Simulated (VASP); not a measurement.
# CuO in VASP: further runs

Aim: see how the results for CuO move with the level of theory and the settings. Levels: PBEsol+U, PBE. Tasks: single point.

All numbers are computed with VASP 6.6.1; they aren't measurements. Logs are shortened: lines on timing, memory, paths and dates and some standing lists are left out, and cuts for length are marked.

## 1. The cell of the first run

It takes space group Cc (No. 9, monoclinic). Conventional cell: a = 4.689 Å, b = 3.427 Å, c = 5.132 Å, α = 90.00°, β = 99.65°, γ = 90.00°. Within 2.5 Å of Cu (site symmetry 1) lie 4 O at 1.91 to 2.02 Å. Within 2.5 Å of O (site symmetry 1) lie 4 Cu at 1.91 to 2.02 Å.

## 2. Single point, PBEsol+U

INCAR reads:

```
SYSTEM = CuO
ALGO = Normal
EDIFF = 1E-6
ENCUT = 520
GGA = PS
ISIF = 2
ISMEAR = -1
LASPH = .TRUE.
LCHARG = .TRUE.
LDAU = .TRUE.
LDAUJ = 0 0
LDAUL = 2 -1
LDAUPRINT = 1
LDAUTYPE = 2
LDAUU = 4 0
LELF = .TRUE.
LMAXMIX = 4
LREAL = .FALSE.
LVHAR = .TRUE.
LWAVE = .FALSE.
NBANDS = 25
NELM = 150
PREC = Accurate
SIGMA = 0.05
```

KPOINTS reads:

```
k-points
0
G
  10 10 5
  0 0 0
```

POSCAR reads:

```
CuO
1.0
    2.3446500000     -1.7134000000      0.0000000000
    2.3446500000      1.7134000000      0.0000000000
   -0.8605543552      0.0000000000      5.0594363927
Cu O
2 2
Direct
    0.4968000000      0.0032000000      0.5000000000
    0.0032000000      0.4968000000      0.0000000000
    0.4056000000      0.5714000000      0.7537000000
    0.5714000000      0.4056000000      0.2537000000
```

Potentials or basis: VASP PAW PBE potentials, release 64 (Cu, O).

Launch:

```console
> cat potpaw_PBE.64/Cu/POTCAR potpaw_PBE.64/O/POTCAR > POTCAR
> mpirun -np 1 vasp_std > vasp.out
```

OUTCAR:

```text
SYSTEM = CuO
   EDIFF = 1E-6
   ENCUT = 520
   GGA = PS
   ISIF = 2
   ISMEAR = -1
   LASPH = .TRUE.
   LREAL = .FALSE.
   NELM = 150
   PREC = Accurate

 ion  position               nearest neighbor table
   1  0.497  0.003  0.500-   4 1.91   3 1.93   4 1.98   3 2.02
   2  0.003  0.497  0.000-   3 1.91   4 1.93   3 1.98   4 2.02
   3  0.406  0.571  0.754-   2 1.91   1 1.93   2 1.98   1 2.02
   4  0.571  0.406  0.254-   1 1.91   2 1.93   1 1.98   2 2.02

  LATTYP: Found a base centered monoclinic cell.
 ALAT       =     4.6893000000
 B/A-ratio  =     0.7307700510
 C/A-ratio  =     1.0944277397
 COS(beta)  =    -0.1676807457

  Lattice vectors:

 A1 = (   2.3446500000,  -1.7134000000,   0.0000000000)
 A2 = (   2.3446500000,   1.7134000000,   0.0000000000)
 A3 = (  -0.8605543552,   0.0000000000,   5.0594363927)

Analysis of symmetry for initial positions (statically):
=====================================================================
 Subroutine PRICEL returns:
 Original cell was already a primitive cell.

 Routine SETGRP: Setting up the symmetry group for a
 base centered monoclinic supercell.

 Subroutine GETGRP returns: Found  2 space group operations
 (whereof  1 operations were pure point group operations)
 out of a pool of  4 trial point group operations.

The static configuration has the point symmetry C_1 .
 The point group associated with its full space group is C_1h.

Analysis of symmetry for dynamics (positions and initial velocities):
=====================================================================
 Subroutine PRICEL returns:
 Original cell was already a primitive cell.

 Routine SETGRP: Setting up the symmetry group for a
 base centered monoclinic supercell.

 Subroutine GETGRP returns: Found  2 space group operations
 (whereof  1 operations were pure point group operations)
 out of a pool of  4 trial point group operations.

The dynamic configuration has the point symmetry C_1 .
 The point group associated with its full space group is C_1h.

 Subroutine INISYM returns: Found  2 space group operations
 (whereof  1 operations are pure point group operations),
 and found     1 'primitive' translations
[... 185 lines left out ...]

spin component  2

  0.9518 -0.0113  0.0105  0.0066 -0.0023
 -0.0113  0.9048  0.0010  0.0793 -0.0253
  0.0105  0.0010  0.9679 -0.0022 -0.0009
  0.0066  0.0793 -0.0022  0.8582  0.0329
 -0.0023 -0.0253 -0.0009  0.0329  0.9533

 occupancies and eigenvectors

  o =  0.7874  v =  0.0757  0.5816 -0.0158 -0.7725  0.2428  0.0000  0.0000  0.0000  0.0000  0.0000      0.0000  0.0000  0.0000  0.0000  0.0000  0.0000  0.0000  0.0000  0.0000  0.0000
  o =  0.7874  v =  0.0000  0.0000  0.0000  0.0000  0.0000  0.0757  0.5816 -0.0158 -0.7725  0.2428      0.0000  0.0000  0.0000  0.0000  0.0000  0.0000  0.0000  0.0000  0.0000  0.0000
  o =  0.9463  v =  0.8722  0.1546 -0.4178  0.1852 -0.0802  0.0000  0.0000  0.0000  0.0000  0.0000      0.0000  0.0000  0.0000  0.0000  0.0000  0.0000  0.0000  0.0000  0.0000  0.0000
  o =  0.9463  v =  0.0000  0.0000  0.0000  0.0000  0.0000  0.8722  0.1546 -0.4178  0.1852 -0.0802      0.0000  0.0000  0.0000  0.0000  0.0000  0.0000  0.0000  0.0000  0.0000  0.0000
  o =  0.9630  v = -0.0252 -0.3266 -0.2407 -0.4865 -0.7734  0.0000  0.0000  0.0000  0.0000  0.0000      0.0000  0.0000  0.0000  0.0000  0.0000  0.0000  0.0000  0.0000  0.0000  0.0000
  o =  0.9630  v =  0.0000  0.0000  0.0000  0.0000  0.0000 -0.0252 -0.3266 -0.2407 -0.4865 -0.7734      0.0000  0.0000  0.0000  0.0000  0.0000  0.0000  0.0000  0.0000  0.0000  0.0000
  o =  0.9651  v =  0.0000  0.0000  0.0000  0.0000  0.0000  0.1151 -0.6917 -0.2695 -0.3231  0.5755      0.0000  0.0000  0.0000  0.0000  0.0000  0.0000  0.0000  0.0000  0.0000  0.0000
  o =  0.9651  v =  0.1151 -0.6917 -0.2695 -0.3231  0.5755  0.0000  0.0000  0.0000  0.0000  0.0000      0.0000  0.0000  0.0000  0.0000  0.0000  0.0000  0.0000  0.0000  0.0000  0.0000
  o =  0.9741  v =  0.0000  0.0000  0.0000  0.0000  0.0000  0.4686 -0.2295  0.8334 -0.1667 -0.0728      0.0000  0.0000  0.0000  0.0000  0.0000  0.0000  0.0000  0.0000  0.0000  0.0000
  o =  0.9741  v =  0.4686 -0.2295  0.8334 -0.1667 -0.0728  0.0000  0.0000  0.0000  0.0000  0.0000      0.0000  0.0000  0.0000  0.0000  0.0000  0.0000  0.0000  0.0000  0.0000  0.0000

 number of electron      33.9999999 magnetization

 Free energy of the ion-electron system (eV)
  ---------------------------------------------------
  ext. energy  EPLUGINS =         0.00000000
  ---------------------------------------------------
  free energy    TOTEN  =       -18.61449011 eV

  energy without entropy =      -18.59671387  energy(sigma->0) =      -18.60560199

 E-fermi :   5.1062     XC(G=0): -12.1191

 val. band max:        5.1055105539   @ k =   0.4000  -0.0000   0.0000
 cond. band min:       5.1067361010   @ k =   0.2000   0.2000   0.4000
 fundamental gap:      0.0012255471
 Fermi energy:         5.1062219982

 k-point     1 :       0.0000    0.0000    0.0000
  band No.  band energies     occupation
      1     -14.4581      2.00000
      2     -13.1098      2.00000
      3      -2.9652      2.00000
      4      -0.5114      2.00000
      5      -0.2086      2.00000
      6       1.0748      2.00000
[... 661 lines left out ...]
     24      18.6928      0.00000
     25      19.6543      0.00000

 [... further k-points ...]

------------------------ aborting loop because EDIFF is reached ----------------------------------------

  FORCE on cell =-STRESS in cart. coord.  units (eV):
  Direction    XX          YY          ZZ          XY          YZ          ZX
  --------------------------------------------------------------------------------------
  -------------------------------------------------------------------------------------
  Total       -1.3471743     -0.7770991     -1.7726187      0.0000000      0.0000000     -0.1458573
  in kB      -53.0964457    -30.6279610    -69.8645695      0.0000000      0.0000000     -5.7487006
  external PRESSURE =     -51.1963254 kB  Pullay stress =       0.0000000 kB

 VOLUME and BASIS-vectors are now :
 -----------------------------------------------------------------------------
  energy-cutoff  :      520.00
  volume of cell :       40.65
      direct lattice vectors                 reciprocal lattice vectors
     2.344650000 -1.713400000  0.000000000     0.213251445 -0.291817439  0.036271720
     2.344650000  1.713400000  0.000000000     0.213251445  0.291817439  0.036271720
    -0.860554355  0.000000000  5.059436393     0.000000000  0.000000000  0.197650474

 POSITION                                       TOTAL-FORCE (eV/Angst)
 -----------------------------------------------------------------------------------
      0.74205     -0.84573      2.52972        -0.567532     -0.297926      0.221217
      1.17233      0.84573      0.00000        -0.567532      0.297926      0.221217
      1.64212      0.28408      3.81330         0.567532     -0.333287     -0.221217
      2.07240     -0.28408      1.28358         0.567532      0.333287     -0.221217
 -----------------------------------------------------------------------------------
    total drift:                               -0.000110      0.000000     -0.000777

  FREE ENERGIE OF THE ION-ELECTRON SYSTEM (eV)
  ---------------------------------------------------
  free  energy   TOTEN  =       -18.6144901066 eV

  energy  without entropy=      -18.5967138671  energy(sigma->0) =      -18.60560199
```

OSZICAR:

```text
N       E                     dE             d eps       ncg     rms          rms(c)
DAV:   1     0.290591280878E+03    0.29059E+03   -0.16560E+04  7554   0.219E+03
DAV:   2     0.137349965153E+02   -0.27686E+03   -0.25583E+03  7142   0.395E+02
DAV:   3    -0.213608040125E+02   -0.35096E+02   -0.33333E+02  8367   0.156E+02
DAV:   4    -0.225356137511E+02   -0.11748E+01   -0.11681E+01  8570   0.304E+01
DAV:   5    -0.225591270857E+02   -0.23513E-01   -0.23503E-01  9005   0.394E+00    0.144E+01
DAV:   6    -0.206355354690E+02    0.19236E+01   -0.22852E+01 10225   0.135E+02    0.103E+01
DAV:   7    -0.185619642715E+02    0.20736E+01   -0.65917E+00  8489   0.918E+01    0.239E+00
DAV:   8    -0.186320369873E+02   -0.70073E-01   -0.92393E-01  7523   0.683E+00    0.150E+00
DAV:   9    -0.186147328541E+02    0.17304E-01   -0.37662E-02 12233   0.663E+00    0.251E-01
DAV:  10    -0.186144217505E+02    0.31110E-03   -0.10690E-02 10907   0.157E+00    0.152E-01
DAV:  11    -0.186145545419E+02   -0.13279E-03   -0.25224E-03 10862   0.553E-01    0.687E-02
DAV:  12    -0.186144902991E+02    0.64243E-04   -0.18831E-04 11612   0.210E-01    0.192E-02
DAV:  13    -0.186144902990E+02    0.46384E-10   -0.40069E-05  8371   0.513E-02    0.236E-03
DAV:  14    -0.186144901066E+02    0.19240E-06   -0.56560E-07  4371   0.206E-02
   1 F= -.18614490E+02 E0= -.18605602E+02  d E =-.177762E-01
```

stdout:

```text
POSCAR found type information on POSCAR CuO
 POSCAR found :  2 types and       4 ions
 scaLAPACK will be used
 -----------------------------------------------------------------------------
|                                                                             |
|                                                                             |
|     You enforced a specific xc type in the INCAR file but a different       |
|     I HOPE YOU KNOW WHAT YOU ARE DOING!                                     |
|                                                                             |
 -----------------------------------------------------------------------------

 LDA part: xc-table for (Slater+PW92), standard interpolation
 POSCAR, INCAR and KPOINTS ok, starting setup
 FFT: planning ... GRIDC
 FFT: planning ... GRID_SOFT
 FFT: planning ... GRID
 WAVECAR not read
 entering main loop
```

It took 83 s on 1 thread of AMD EPYC 9R45 (Zen 5), shared host; peak memory 0.21 GiB.

Results:

* Free energy: -18.6145 eV
* Pressure: -5.1 GPa
* Largest force: 0.694 eV/Å
* Band gap on the k mesh: zero (bands 17 and 18 overlap by 0.65 eV)

Forces in eV/Å, atoms in the order of the input:
```
Cu  -0.568 -0.298  0.221
Cu  -0.568  0.298  0.221
O    0.568 -0.333 -0.221
O    0.568  0.333 -0.221
```

Levels at points of the mesh, in eV from the Fermi level:
```csv
k point,band 13,band 14,band 15,band 16,band 17,band 18,band 19,band 20,band 21,band 22
"(0.00, 0.00, 0.00)",-2.74,-2.70,-2.27,-2.26,0.25,0.96,1.84,6.33,8.35,13.69
"(0.50, 0.00, 0.00)",-2.79,-2.18,-1.97,-1.70,0.02,0.35,5.23,6.65,7.19,11.32
"(0.50, 0.50, 0.00)",-2.96,-2.88,-1.92,-1.80,-0.89,1.13,3.72,7.34,8.95,10.26
```

Eigenvalues of the final occupation matrices:
| site | spin | trace | eigenvalues |
| --- | --- | --- | --- |
| site 1 d | 1 | 4.64 | 0.79 0.95 0.96 0.97 0.97 |
| site 1 d | 2 | 4.64 | 0.79 0.95 0.96 0.97 0.97 |
| site 2 d | 1 | 4.64 | 0.79 0.95 0.96 0.97 0.97 |
| site 2 d | 2 | 4.64 | 0.79 0.95 0.96 0.97 0.97 |

Caveat: the cell stands under tension; the PAW data sets were made with another functional, which shifts forces and pressure a little; U without spin polarisation on a metal has little footing.

## 3. Single point, PBE

This run uses another cell than the first one, of 9.23 Å³/atom.

INCAR reads:

```
SYSTEM = CuO
PREC = Accurate
ENCUT = 520
EDIFF = 1E-7
ISMEAR = -1
SIGMA = 0.05
LREAL = .False.
LASPH = .True.
NELM = 60
ALGO = Normal
ISIF = 2
LWAVE = .False.
LCHARG = .False.
GGA = PE
NBANDS = 25
```

KPOINTS reads:

```
Automatic mesh
0
Gamma
  10 10 5
  0 0 0
```

POSCAR reads:

```
CuO
1.0
    2.3390273277     -1.6059170544     -0.0698857188
    2.3390273277      1.6059170544     -0.0698857188
   -1.0092945655      0.0000000000      4.9426760512
Cu O
2 2
Direct
    0.4942549309     -0.0057524396      0.5018504514
   -0.0057524396      0.4942549309      0.0018504514
    0.3827524148      0.6057450939      0.7518495486
    0.6057450939      0.3827524148      0.2518495486
```

Potentials or basis: VASP PAW PBE potentials, release 64 (Cu, O).

Launch:

```console
> cat potpaw_PBE.64/Cu/POTCAR potpaw_PBE.64/O/POTCAR > POTCAR
> mpirun -np 1 vasp_std > vasp.out
```

Run time: 1.8 min. Hardware: 1 thread of Intel Xeon Platinum 8488C (Sapphire Rapids), shared host; peak memory 0.23 GiB.

Results (log left out):

* Free energy: -19.2238 eV
* Pressure: 20.8 GPa
* Largest force: 0.069 eV/Å
* Band gap on the k mesh: zero (bands 17 and 18 overlap by 0.51 eV)

Forces in eV/Å, atoms in the order of the input:
```
Cu   0.000  0.000  0.000
Cu   0.000  0.000  0.000
O    0.000  0.069  0.000
O    0.000 -0.069  0.000
```

Stress tensor (GPa, compression positive):
```
20.96  0.00  0.02
 0.00 20.37  0.00
 0.02  0.00 21.03
```

Levels at points of the mesh, in eV from the Fermi level:
| k point | band 13 | band 14 | band 15 | band 16 | band 17 | band 18 | band 19 | band 20 | band 21 | band 22 |
| --- | --- | --- | --- | --- | --- | --- | --- | --- | --- | --- |
| (0.00, 0.00, 0.00) | -2.61 | -2.33 | -2.24 | -1.70 | 0.14 | 0.96 | 2.09 | 6.03 | 9.05 | 13.72 |
| (0.50, 0.00, 0.00) | -2.06 | -1.65 | -1.49 | -1.35 | -0.14 | 0.07 | 5.70 | 6.73 | 7.74 | 11.26 |
| (0.50, 0.50, 0.00) | -2.17 | -2.16 | -1.75 | -1.32 | -0.32 | 1.06 | 3.88 | 6.91 | 9.32 | 10.67 |

Caveat: the cell stands under pressure; semilocal functionals often make such compounds metallic where correlation or magnetic order opens a gap, which also shifts bond lengths.

## 4. Single point, PBE

This run uses another cell than the first one, of 10.47 Å³/atom.

INCAR reads:

```
PREC = Accurate
ENCUT = 520
EDIFF = 1E-7
ISMEAR = -1
SIGMA = 0.05
LREAL = F
LASPH = T
NELM = 80
ALGO = Normal
ISIF = 2
LWAVE = F
LCHARG = F
GGA = PE
NBANDS = 25
```

KPOINTS reads:

```
Automatic mesh
0
Gamma
  10 10 5
```

POSCAR reads:

```
CuO
1.0
    2.0609194271     -1.9826319488      0.0997367140
    2.0609194271      1.9826319488      0.0997367140
   -0.5411987411      0.0000000000      5.0981201223
Cu O
2 2
Direct
    0.4942504917     -0.0057501054      0.5018499997
   -0.0057501054      0.4942504917      0.0018499997
    0.4762042743      0.5122953393      0.7518500003
    0.5122953393      0.4762042743      0.2518500003
```

Launch:

```console
> cat potpaw_PBE.64/Cu/POTCAR potpaw_PBE.64/O/POTCAR > POTCAR
> mpirun -np 1 vasp_std > vasp.out
```

Wall time 1.8 min (1 thread of Intel Xeon Platinum 8488C (Sapphire Rapids), shared host); peak memory 0.25 GiB.

The run converged. Its results:

- Free energy: -19.6330 eV
- Pressure: 10.8 GPa
- Largest force: 0.014 eV/Å
- Band gap on the k mesh: zero (bands 17 and 18 overlap by 1.00 eV)

Forces in eV/Å, atoms in the order of the input:
```
Cu   0.000  0.000  0.000
Cu   0.000  0.000  0.000
O    0.000  0.014  0.000
O    0.000 -0.014  0.000
```

Stress tensor (GPa, compression positive):
```
10.66  0.00 -0.05
 0.00 10.62  0.00
-0.05  0.00 11.17
```

Levels at points of the mesh, in eV from the Fermi level:
| k point | band 13 | band 14 | band 15 | band 16 | band 17 | band 18 | band 19 | band 20 | band 21 | band 22 |
| --- | --- | --- | --- | --- | --- | --- | --- | --- | --- | --- |
| (0.00, 0.00, 0.00) | -2.55 | -2.50 | -2.42 | -2.06 | 0.63 | 0.74 | 1.58 | 6.18 | 7.53 | 13.82 |
| (0.50, 0.00, 0.00) | -2.36 | -2.01 | -1.66 | -1.58 | 0.22 | 0.45 | 3.59 | 6.15 | 6.77 | 11.16 |
| (0.50, 0.50, 0.00) | -2.46 | -2.44 | -1.64 | -1.24 | -1.20 | 1.21 | 2.08 | 7.22 | 9.50 | 10.61 |

Caveat: the cell stands under pressure; semilocal functionals often make such compounds metallic where correlation or magnetic order opens a gap, which also shifts bond lengths.

## 5. Summary

| level | U | cell | gap on the mesh (eV) | pressure (GPa) | largest force (eV/Å) |
| --- | --- | --- | --- | --- | --- |
| PBEsol+U | Cu d U = 4.0 eV | a = 2.904, b = 2.904, c = 5.132 Å, angles 97.8, 97.8, 72.3°, 4 atoms, atomic positions A | none | -5.1 | 0.69 |
| PBE | - | a = 2.838, b = 2.838, c = 5.045 Å, angles 100.9, 100.9, 68.9°, 4 atoms, atomic positions B | none | 20.8 | 0.07 |
| PBE | - | a = 2.861, b = 2.861, c = 5.127 Å, angles 92.4, 92.4, 87.7°, 4 atoms, atomic positions C | none | 10.8 | 0.01 |

Alike in all rows: task single point; potentials or basis VASP PAW PBE potentials, release 64 (Cu, O); no spin polarisation; k mesh 10 × 10 × 5; cutoff (eV) 520; smearing fermi-dirac 0.05 eV.

Caveats: the cell stands under pressure (at least some runs); semilocal functionals often make such compounds metallic where correlation or magnetic order opens a gap, which also shifts bond lengths (at least some runs); the cell stands under tension (at least some runs); the PAW data sets were made with another functional, which shifts forces and pressure a little (at least some runs); U without spin polarisation on a metal has little footing (at least some runs).

Total energies depend on the potentials used, so only differences within one code and one set of settings carry meaning.
